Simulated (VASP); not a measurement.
# CsH (P6_3mc) in VASP: a series of runs

CsH is run at these levels: r2SCAN+rVV10, PBEsol; tasks: single point, relaxation of cell and atoms.

All numbers are computed with VASP 6.6.1; they aren't measurements. Logs are shortened: lines on timing, memory, paths and dates and some standing lists are left out, and cuts for length are marked.

## Step 1: The cell of the first run

Symmetry: P6_3mc, No. 186, hexagonal system. The conventional cell has a = 5.198 Å, b = 5.198 Å, c = 12.161 Å, α = 90.00°, β = 90.00°, γ = 120.00°. Cs (site symmetry 3m) has 5 H at 3.00 to 3.08 Å within 4.0 Å. Within 4.4 Å of Cs (site symmetry 3m) lie 7 H at 3.01 to 4.11 Å and 6 Cs at 4.18 to 4.36 Å. H (site symmetry 3m) has 5 Cs at 3.00 to 3.08 Å within 4.0 Å. H (site symmetry 3m) has 7 Cs at 3.00 to 4.11 Å and 6 H at 4.23 to 4.32 Å within 4.4 Å.

## Step 2: Single point, r2SCAN+rVV10

POSCAR

```
CsH
1.0
    5.1979834586      0.0000000000      0.0000000000
   -2.5989917293      4.5015857236      0.0000000000
    0.0000000000      0.0000000000     12.1610212545
Cs H
4 4
Direct
    0.0000000000      0.0000000000     -0.0314642949
    0.3333333333      0.6666666667      0.2081316590
    0.0000000000      0.0000000000      0.4685357051
    0.6666666667      0.3333333333      0.7081316590
    0.0000000000      0.0000000000      0.2214896733
    0.3333333333      0.6666666667      0.4768429626
    0.0000000000      0.0000000000      0.7214896733
    0.6666666667      0.3333333333      0.9768429626
```

INCAR.step1

```
PREC     = Accurate       # precision mode
ENCUT    = 520            # plane-wave cutoff, eV
ISMEAR   = -1             # smearing method
SIGMA    = 0.03           # smearing width, eV
LREAL    = False          # projectors in reciprocal space
LASPH    = True           # aspherical terms in the spheres
NELM     = 60             # most SCF steps
NBANDS   = 30             # bands
GGA      = PE             # functional
ALGO     = Normal         # electronic algorithm
EDIFF    = 1E-4           # SCF threshold, eV
LWAVE    = True           # write WAVECAR
LCHARG   = False          # write CHGCAR
```

INCAR.step2

```
PREC     = Accurate       # precision mode
ENCUT    = 520            # plane-wave cutoff, eV
EDIFF    = 1E-6           # SCF threshold, eV
ISMEAR   = -1             # smearing method
SIGMA    = 0.03           # smearing width, eV
LREAL    = False          # projectors in reciprocal space
LASPH    = True           # aspherical terms in the spheres
NELM     = 60             # most SCF steps
ALGO     = Normal         # electronic algorithm
ISIF     = 2              # what is computed and relaxed
LWAVE    = False          # write WAVECAR
LCHARG   = True           # write CHGCAR
METAGGA  = R2SCAN         # meta-GGA
LMIXTAU  = True         
LUSE_VDW = True         
IVDW_NL  = 2            
BPARAM   = 11.95        
CPARAM   = 0.0093       
LELF     = True           # ELF
LVHAR    = True         
NBANDS   = 30             # bands
ISTART   = 1
```

KPOINTS

```
Automatic mesh
0
Gamma
  6 6 2
```

Potentials or basis: VASP PAW PBE potentials, release 64 (Cs_sv, H).

On the command line:

```
$ cat potpaw_PBE.64/Cs_sv/POTCAR potpaw_PBE.64/H/POTCAR > POTCAR
$ cp INCAR.step1 INCAR
$ mpirun -np 1 vasp_std > vasp.out
$ cp INCAR.step2 INCAR
$ mpirun -np 1 vasp_std > vasp.out
```

OUTCAR:

```text
PREC = Accurate
   ENCUT = 520
   EDIFF = 1E-6
   ISMEAR = -1
   LREAL = False
   LASPH = True
   NELM = 60
   ISIF = 2
   METAGGA = R2SCAN
   IVDW_NL = 2
   BPARAM = 11.95
   ISTART = 1

 ion  position               nearest neighbor table
   1  0.000  0.000  0.969-
   2  0.333  0.667  0.208-
   3  0.000  0.000  0.469-
   4  0.667  0.333  0.708-
   5  0.000  0.000  0.221-
   6  0.333  0.667  0.477-
   7  0.000  0.000  0.721-
   8  0.667  0.333  0.977-

  LATTYP: Found a hexagonal cell.
 ALAT       =     5.1979834586
 C/A-ratio  =     2.3395652086

  Lattice vectors:

 A1 = (   5.1979834586,   0.0000000000,   0.0000000000)
 A2 = (  -2.5989917293,   4.5015857236,   0.0000000000)
 A3 = (   0.0000000000,   0.0000000000,  12.1610212545)

Analysis of symmetry for initial positions (statically):
=====================================================================
 Subroutine PRICEL returns:
 Original cell was already a primitive cell.

 Routine SETGRP: Setting up the symmetry group for a
 hexagonal supercell.

 Subroutine GETGRP returns: Found 12 space group operations
 (whereof  6 operations were pure point group operations)
 out of a pool of 24 trial point group operations.

The static configuration has the point symmetry C_3v.
 The point group associated with its full space group is C_6v.

Analysis of symmetry for dynamics (positions and initial velocities):
=====================================================================
 Subroutine PRICEL returns:
 Original cell was already a primitive cell.

 Routine SETGRP: Setting up the symmetry group for a
 hexagonal supercell.

 Subroutine GETGRP returns: Found 12 space group operations
 (whereof  6 operations were pure point group operations)
 out of a pool of 24 trial point group operations.

The dynamic configuration has the point symmetry C_3v.
 The point group associated with its full space group is C_6v.

 Subroutine INISYM returns: Found 12 space group operations
 (whereof  6 operations are pure point group operations),
 and found     1 'primitive' translations

----------------------------------------------------------------------------------------

                                     Primitive cell

  volume of cell :     284.5578

  direct lattice vectors                    reciprocal lattice vectors
     5.197983459  0.000000000  0.000000000     0.192382297  0.111071971  0.000000000
    -2.598991729  4.501585724  0.000000000     0.000000000  0.222143942  0.000000000
     0.000000000  0.000000000 12.161021254     0.000000000  0.000000000  0.082229936

  length of vectors
     5.197983459  5.197983459 12.161021254     0.222143942  0.222143942  0.082229936

  position of ions in fractional coordinates (direct lattice)
     0.000000000  0.000000000  0.968535705
     0.333333333  0.666666667  0.208131659
     0.000000000  0.000000000  0.468535705
     0.666666667  0.333333333  0.708131659
     0.000000000  0.000000000  0.221489673
     0.333333333  0.666666667  0.476842963
     0.000000000  0.000000000  0.721489673
     0.666666667  0.333333333  0.976842963

  ion indices of the primitive-cell ions
   primitive index   ion index
                 1           1
                 2           2
                 3           3
                 4           4
                 5           5
                 6           6
                 7           7
                 8           8

----------------------------------------------------------------------------------------

 KPOINTS: Automatic mesh

Automatic generation of k-mesh.
 Grid dimensions read from file:
 generate k-points for:    6    6    2

 Generating k-lattice:

  Cartesian coordinates                     Fractional coordinates (reciprocal lattice)
     0.032063716  0.018511995  0.000000000     0.166666667 -0.000000000  0.000000000
     0.000000000  0.037023990  0.000000000     0.000000000  0.166666667  0.000000000
     0.000000000  0.000000000  0.041114968     0.000000000  0.000000000  0.500000000

  Length of vectors
     0.037023990  0.037023990  0.041114968

  Shift w.r.t. Gamma in fractional coordinates (k-lattice)
     0.000000000  0.000000000  0.000000000

 Subroutine IBZKPT returns following result:
 ===========================================

 Found     14 irreducible k-points:

 Following reciprocal coordinates:
            Coordinates               Weight
  0.000000  0.000000  0.000000      1.000000
  0.166667  0.000000  0.000000      6.000000
  0.333333  0.000000  0.000000      6.000000
  0.500000  0.000000  0.000000      3.000000
  0.166667  0.166667  0.000000      6.000000
  0.333333  0.166667  0.000000     12.000000
  0.333333  0.333333  0.000000      2.000000
  0.000000  0.000000  0.500000      1.000000
  0.166667  0.000000  0.500000      6.000000
  0.333333  0.000000  0.500000      6.000000
  0.500000  0.000000  0.500000      3.000000
  0.166667  0.166667  0.500000      6.000000
  0.333333  0.166667  0.500000     12.000000
  0.333333  0.333333  0.500000      2.000000
   k-points           NKPTS =     14   k-points in BZ     NKDIM =     14   number of bands    NBANDS=     30
   number of dos      NEDOS =    301   number of ions     NIONS =      8
   total plane-waves  NPLWV = 144000
   dimension x,y,z NGX =    40 NGY =   40 NGZ =   90
   dimension x,y,z NGXF=    80 NGYF=   80 NGZF=  180
   ions per type =               4   4
   NGX,Y,Z   is equivalent  to a cutoff of  12.79, 12.79, 12.30 a.u.
   NGXF,Y,Z  is equivalent  to a cutoff of  25.59, 25.59, 24.61 a.u.
 SYSTEM =  unknown system
   PREC   = accura    normal or accurate (medium, high low for compatibility)
   ISTART =      1    job   : 0-new  1-cont  2-samecut
   ICHARG =      0    charge: 1-file 2-atom 10-const
   ISPIN  =      1    spin polarized calculation?
   LNONCOLLINEAR =      F non collinear calculations
   LSORBIT =      F    spin-orbit coupling
   LASPH  =      T    aspherical Exc in radial PAW
   ENCUT  =  520.0 eV  38.22 Ry    6.18 a.u.   9.66  9.66 22.61*2*pi/ulx,y,z
   NELM   =     60;   NELMIN=  2; NELMDL=  0     # of ELM steps
   EDIFF  = 0.1E-05   stopping-criterion for ELM
   LREAL  =      F    real-space projection
   EDIFFG = 0.1E-04   stopping-criterion for IOM
   NSW    =      0    number of steps for IOM
   IBRION =     -1    ionic relax: 0-MD 1-quasi-New 2-CG
   NFREE  =      0    steps in history (QN), initial steepest desc. (CG)
   ISIF   =      2    stress and relaxation
   ISYM   =      2    0-nonsym 1-usesym 2-fastsym
   POTIM  = 0.5000    time-step for ionic-motion
   TEBEG  =    0.0;   TEEND  =   0.0 temperature during run
   PSTRESS=    0.0 pullay stress
   NELECT =      40.0000    total number of electrons
   NUPDOWN=      -1.0000    fix difference up-down
   EMIN   =  10.00;   EMAX   =-10.00  energy-range for DOS
   EFERMI =   0.00;   METHOD = LEGACY
   ISMEAR =    -1;   SIGMA  =   0.03  broadening in eV -4-tet -1-fermi 0-gaus
   EFERMI_NEDOS =   21; number of points for ismear=-14 and -15
   IALGO  =     38    algorithm
   IMIX   =      4    mixing-type and parameters
     AMIX     =   0.40;   BMIX     =  1.00
     AMIX_MAG =   1.60;   BMIX_MAG =  1.00
  volume/ion in A,a.u.               =      35.57       240.04
  Fermi-wavevector in a.u.,A,eV,Ry     =   0.851213  1.608558  9.858275  0.724563
  Thomas-Fermi vector in A             =   1.967310
   LORBIT       =      0    0 simple, 1 ext, 2 COOP (PROOUT), +10 PAW based schemes
   METAGGA = R2SCAN    functional components
   LHFCALC =     F    Hartree Fock is set to
   AEXX    =    0.0000 exact exchange contribution
   IVDW_NL    =     2    kernel type
   BPARAM     =11.9500
   IVDW    =     0    specifies the selected vdW correction
   LEPSILON=     F    determine dielectric tensor
   LRPA    =     F    only Hartree local field effects (RPA)
 non-spin polarized calculation
  energy-cutoff  :      520.00
  volume of cell :      284.56
 maximum number of plane-waves:      7701
 NGX is ok and might be reduce to    40
   NGX = 19   NGY = 19   NGZ = 45

 number of electron      39.9999994 magnetization

 Free energy of the ion-electron system (eV)
  ---------------------------------------------------
  ext. energy  EPLUGINS =         0.00000000
  ---------------------------------------------------
  free energy    TOTEN  =      -113.62127992 eV

  energy without entropy =     -113.62127992  energy(sigma->0) =     -113.62127992

 E-fermi :   0.1410     XC(G=0):  -7.1660

 val. band max:       -0.4895068854   @ k =   0.3333   0.3333   0.0000
 cond. band min:       2.4642192437   @ k =   0.3333   0.0000   0.0000
 fundamental gap:      2.9537261291
 Fermi energy:         0.1409651792

 k-point     1 :       0.0000    0.0000    0.0000
  band No.  band energies     occupation
      1     -22.5861      2.00000
      2     -22.5700      2.00000
      3     -22.2572      2.00000
      4     -22.2402      2.00000
      5      -9.4021      2.00000
      6      -9.1937      2.00000
[... 22 lines left out ...]
     29       4.7169      0.00000
     30       4.8677      0.00000

 k-point     2 :       0.1667    0.0000    0.0000
  band No.  band energies     occupation
      1     -22.5799      2.00000
      2     -22.5671      2.00000
      3     -22.2546      2.00000
      4     -22.2415      2.00000
      5      -9.3627      2.00000
      6      -9.2520      2.00000
[... 22 lines left out ...]
     29       5.0125      0.00000
     30       5.0941      0.00000

 k-point     3 :       0.3333    0.0000    0.0000
  band No.  band energies     occupation
      1     -22.5672      2.00000
      2     -22.5615      2.00000
      3     -22.2495      2.00000
      4     -22.2443      2.00000
      5      -9.3806      2.00000
      6      -9.3198      2.00000
[... 352 lines left out ...]
     29       5.5159      0.00000
     30       5.5159      0.00000

 k-point    14 :       0.3333    0.3333    0.5000
  band No.  band energies     occupation
      1     -22.5574      2.00000
      2     -22.5574      2.00000
      3     -22.2462      2.00000
      4     -22.2462      2.00000
      5      -9.3436      2.00000
      6      -9.3436      2.00000
[... 22 lines left out ...]
     29       5.5881      0.00000
     30       5.5881      0.00000

------------------------ aborting loop because EDIFF is reached ----------------------------------------

  FORCE on cell =-STRESS in cart. coord.  units (eV):
  Direction    XX          YY          ZZ          XY          YZ          ZX
  --------------------------------------------------------------------------------------
  -------------------------------------------------------------------------------------
  Total        0.0370908      0.0370908      0.0739853      0.0000000      0.0000000      0.0000000
  in kB        0.2088362      0.2088362      0.4165674      0.0000000      0.0000000      0.0000000
  external PRESSURE =       0.2780800 kB  Pullay stress =       0.0000000 kB

 VOLUME and BASIS-vectors are now :
 -----------------------------------------------------------------------------
  energy-cutoff  :      520.00
  volume of cell :      284.56
      direct lattice vectors                 reciprocal lattice vectors
     5.197983459  0.000000000  0.000000000     0.192382297  0.111071971  0.000000000
    -2.598991729  4.501585724  0.000000000     0.000000000  0.222143942  0.000000000
     0.000000000  0.000000000 12.161021254     0.000000000  0.000000000  0.082229936

 POSITION                                       TOTAL-FORCE (eV/Angst)
 -----------------------------------------------------------------------------------
      0.00000      0.00000     11.77838        -0.000000     -0.000000     -0.000538
     -0.00000      3.00106      2.53109         0.000000      0.000000      0.000249
      0.00000      0.00000      5.69787         0.000000      0.000000     -0.000538
      2.59899      1.50053      8.61160        -0.000000     -0.000000      0.000249
      0.00000      0.00000      2.69354        -0.000000     -0.000000     -0.001965
     -0.00000      3.00106      5.79890         0.000000     -0.000000      0.002254
      0.00000      0.00000      8.77405        -0.000000     -0.000000     -0.001965
      2.59899      1.50053     11.87941        -0.000000     -0.000000      0.002254
 -----------------------------------------------------------------------------------
    total drift:                               -0.000000     -0.000000      0.000516

  FREE ENERGIE OF THE ION-ELECTRON SYSTEM (eV)
  ---------------------------------------------------
  free  energy   TOTEN  =      -113.6212799179 eV

  energy  without entropy=     -113.6212799179  energy(sigma->0) =     -113.62127992
```

Run time: 9.9 min. Hardware: 1 thread of Intel Xeon Platinum 8488C (Sapphire Rapids), shared host; peak memory 0.93 GiB.

What came out:

* Free energy: -113.6213 eV
* Pressure: 0.0 GPa
* Band gap on the k mesh: 2.95 eV (least direct gap 3.03 eV)

Forces on the atoms (eV/Å):
```
Cs   0.000  0.000 -0.001
Cs   0.000  0.000  0.000
Cs   0.000  0.000 -0.001
Cs   0.000  0.000  0.000
H    0.000  0.000 -0.002
H    0.000  0.000  0.002
H    0.000  0.000 -0.002
H    0.000  0.000  0.002
```

Caveat: the PAW data sets were made with another functional, which shifts forces and pressure a little; spin-orbit coupling is left out, which moves the levels of the heavy elements. A k mesh can miss the band edges.

## Step 3: Relaxation of cell and atoms, PBEsol

This run uses another cell than the first one, of 27.79 Å³/atom.

INCAR

```
PREC = Accurate ; ENCUT = 600
EDIFF = 1E-6 ; ISMEAR = -1
SIGMA = 0.03 ; LREAL = F
LASPH = T ; NELM = 60
ALGO = Normal ; ISIF = 3
LWAVE = F ; LCHARG = F
GGA = PS ; IBRION = 2
NSW = 100 ; EDIFFG = -0.01
```

KPOINTS is that of step 2.

POSCAR

```
CsH
1.0
    4.2835043629      0.0000000000      0.0000000000
   -2.1417521814      3.7096235955      0.0000000000
    0.0000000000      0.0000000000     13.9899252491
Cs H
4 4
Direct
    0.0000000000      0.0000000000      0.0000000000
    0.3333333333      0.6666666667      0.2500000000
    0.0000000000      0.0000000000      0.5000000000
    0.6666666667      0.3333333333      0.7500000000
    0.0000000000      0.0000000000      0.1875000000
    0.3333333333      0.6666666667      0.4375000000
    0.0000000000      0.0000000000      0.6875000000
    0.6666666667      0.3333333333      0.9375000000
```

Potentials or basis: VASP PAW PBE potentials, release 64 (Cs_sv, H).

On the command line:

```
$ cat potpaw_PBE.64/Cs_sv/POTCAR potpaw_PBE.64/H/POTCAR > POTCAR
$ mpirun -np 1 vasp_std > vasp.out
```

It took 12 min on 1 thread of Intel Xeon Platinum 8488C (Sapphire Rapids), shared host; peak memory 0.42 GiB.

It converged, with:

```
Free energy                           : -17.7718 eV
Relaxed volume                        : 39.69 Å³/atom
Relaxed cell                          : a = 4.935 Å, b = 4.935 Å, c = 15.056 Å, α = 90.00°, β = 90.00°, γ = 120.00°
Space group after relaxing (to 0.1 Å) : P6_3mc (No. 186)
Energy gained by relaxing             : 142.0 meV/atom
Ionic steps                           : 15
Pressure after relaxing               : 0.0 GPa
Largest force after relaxing          : 0.008 eV/Å
Band gap on the k mesh                : 2.93 eV (least direct gap 3.00 eV)
```

Forces in eV/Å, atoms in the order of the input:
```
Cs   0.000  0.000  0.002
Cs   0.000  0.000 -0.002
Cs   0.000  0.000  0.002
Cs   0.000  0.000 -0.002
H    0.000  0.000 -0.007
H    0.000  0.000  0.008
H    0.000  0.000 -0.007
H    0.000  0.000  0.008
```

Step by step:
```csv
step,energy change (eV),largest force (eV/Å),pressure (GPa),volume (Å³)
1,0.0000,0.0373,4.77,222.30
2,-0.6339,0.0299,2.69,250.01
3,-1.1077,0.0242,0.43,303.36
4,-1.1294,0.0237,0.07,317.41
5,-1.1301,0.0235,0.00,320.45
6,-1.1297,0.0234,-0.05,322.66
7,-1.1302,0.0227,-0.03,321.85
8,-1.1311,0.0209,0.02,319.43
9,-1.1301,0.0179,0.13,314.62
10,-1.1311,0.0200,0.05,318.21
11,-1.1316,0.0182,0.05,318.31
12,-1.1329,0.0133,0.04,318.62
13,-1.1346,0.0129,0.02,319.21
14,-1.1357,0.0160,-0.03,320.28
15,-1.1362,0.0076,0.02,317.55
```

Final structure:
```
Cs H
1.0
     4.93500    0.00000    0.00000
    -2.46750    4.27384    0.00000
     0.00000    0.00000   15.05572
Cs H
4 4
Direct
  0.00000 0.00000 0.99459
  0.33333 0.66667 0.24606
  0.00000 0.00000 0.49459
  0.66667 0.33333 0.74606
  0.00000 0.00000 0.19354
  0.33333 0.66667 0.44081
  0.00000 0.00000 0.69354
  0.66667 0.33333 0.94081
```

Levels at points of the mesh, in eV from the valence-band top:
| k point | band 16 | band 17 | band 18 | band 19 | band 20 | band 21 | band 22 | band 23 | band 24 | band 25 |
| --- | --- | --- | --- | --- | --- | --- | --- | --- | --- | --- |
| (0.00, 0.00, 0.00) | -7.68 | -1.18 | -0.68 | -0.66 | -0.42 | 3.43 | 3.60 | 4.06 | 4.37 | 4.85 |
| (0.50, 0.00, 0.00) | -7.74 | -0.31 | -0.13 | -0.10 | -0.07 | 2.93 | 2.98 | 3.48 | 3.55 | 4.31 |
| (0.00, 0.00, 0.50) | -7.71 | -1.01 | -1.01 | -0.46 | -0.46 | 3.72 | 3.72 | 3.91 | 3.91 | 4.92 |
| (0.50, 0.00, 0.50) | -7.76 | -0.24 | -0.24 | -0.07 | -0.07 | 2.97 | 2.97 | 3.49 | 3.49 | 4.36 |

Caveat: the volume moved by over 15 % at a fixed basis, so the end points are rough; the PAW data sets were made with another functional, which shifts forces and pressure a little; spin-orbit coupling is left out, which moves the levels of the heavy elements.
